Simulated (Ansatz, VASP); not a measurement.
## One calculation of Pd, two programs

```
Pd
1.0
     0.00000    1.91937    1.91937
     1.91937    0.00000    1.91937
     1.91937    1.91937    0.00000
Pd
1
Direct
  0.00000 0.00000 0.00000
```

Alike in both runs: functional LDA; k mesh 18 × 18 × 18; occupations gaussian, width 0.1 eV; no spin polarisation.

Ansatz relaxed the structure, and its values are those at the end. VASP's run is a single point on that final structure, the one shown.

|  | VASP | Ansatz |
| --- | --- | --- |
| version | VASP 6.6.1 | Ansatz 0.2.0 |
| potentials or method | VASP PAW LDA potentials, release 64 (Pd), cutoff 520 eV | scalar-relativistic, plane waves, PAW |
| valence electrons in the cell | 10 | 18 |

```tsv
	VASP	Ansatz	Ansatz less VASP
gap on the k mesh at the Fermi level (eV)	none	none	-
pressure (GPa)	0.3	0.0	-0.32
```

Ansatz warns that its potentials were made for another functional, while VASP's fit it. LDA's correlation is that of Perdew and Zunger in VASP and of Perdew and Wang (1992) in Ansatz. A gap of «none» marks a metal or a gap that the smearing closes. VASP's potentials hold 10 valence electrons a cell and Ansatz's 18, so a difference there can come from the potentials and not from the codes.
